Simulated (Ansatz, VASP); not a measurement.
**One calculation of SnO2, two programs**

The input INCAR:

```
SYSTEM = SnO2
PREC = Accurate
ENCUT = 520
EDIFF = 1E-6
ISMEAR = 0
SIGMA = 0.05
LREAL = .FALSE.
LASPH = .TRUE.
NELM = 60
ALGO = Normal
ISIF = 2
LWAVE = .FALSE.
LCHARG = .FALSE.
GGA = PE
NBANDS = 35
```

File KPOINTS:

```
Automatic mesh
0
G
  6 6 8
  0 0 0
```

Contents of POSCAR:

```
SnO2
1.0
    4.7150643165      0.0000000000      0.0000000000
    0.0000000000      4.7150776811      0.0000000000
    0.0000000000      0.0000000000      3.3891114669
Sn O
2 4
Direct
    0.5000000000      0.5000000000      0.5000000000
    0.0000000000      0.0000000000      0.0000000000
    0.3188763247      0.2943279924      0.0000000000
    0.8188763247      0.2056720076      0.5000000000
    0.1811236753      0.7943279924      0.5000000000
    0.6811236753      0.7056720076      0.0000000000
```

Input for Ansatz:

```yaml
crystal:
  lattice:
    - [4.7150643165, 0.0, 0.0]
    - [0.0, 4.7150776811, 0.0]
    - [0.0, 0.0, 3.3891114669]
  atoms:
    - { symbol: Sn, position: [0.5, 0.5, 0.5] }
    - { symbol: Sn, position: [0.0, 0.0, 0.0] }
    - { symbol: O, position: [0.3188763247, 0.2943279924, 0.0] }
    - { symbol: O, position: [0.8188763247, 0.2056720076, 0.5] }
    - { symbol: O, position: [0.1811236753, 0.7943279924, 0.5] }
    - { symbol: O, position: [0.6811236753, 0.7056720076, 0.0] }
basis:
  ecutwfc: 520.0
kpoints:
  mp_grid: { grid: [6, 6, 8] }
hamiltonian:
  xc: pbe
  pseudopotentials: { kind: paw, azcp: { folder: soft_1 } }
scf:
  occupations: { method: gaussian, width: 0.05 }
output:
  forces: true
  stress: true
  eigenvalues: true
```

Change from the starting cell: mode 4 frozen in at +0.084 Å, strain +e along z and -e/2 along x and y +0.0467.

Alike in both runs: task single point; functional PBE; k mesh 6 × 6 × 8; occupations gaussian, width 0.05 eV; no spin polarisation.

|  | VASP | Ansatz |
| --- | --- | --- |
| version | VASP 6.6.1 | Ansatz 0.2.0 |
| potentials or method | VASP PAW PBE potentials, release 64 (Sn_d, O), cutoff 520 eV | scalar-relativistic, plane waves, PAW |
| valence electrons in the cell | 52 | 52 |

Ansatz gave:

| Item | Value |
| --- | --- |
| gap on the k mesh at the Fermi level (eV) | 0.62 |
| least direct gap on the mesh (eV) | 0.62 |
| pressure (GPa) | -1.8 |
| traceless stress, the component that is largest in VASP (GPa) | -8.32 |
| rms of the force components (eV/Å) | 0.077 |

Task: What did VASP give for the same quantities?

Result: gap on the k mesh at the Fermi level (eV): 0.61; least direct gap on the mesh (eV): 0.61; pressure (GPa): -1.2; traceless stress, the component that is largest in VASP (GPa): -8.22; rms of the force components (eV/Å): 0.077.

Atom by atom the forces differ by 0.002 eV/Å (rms over components).
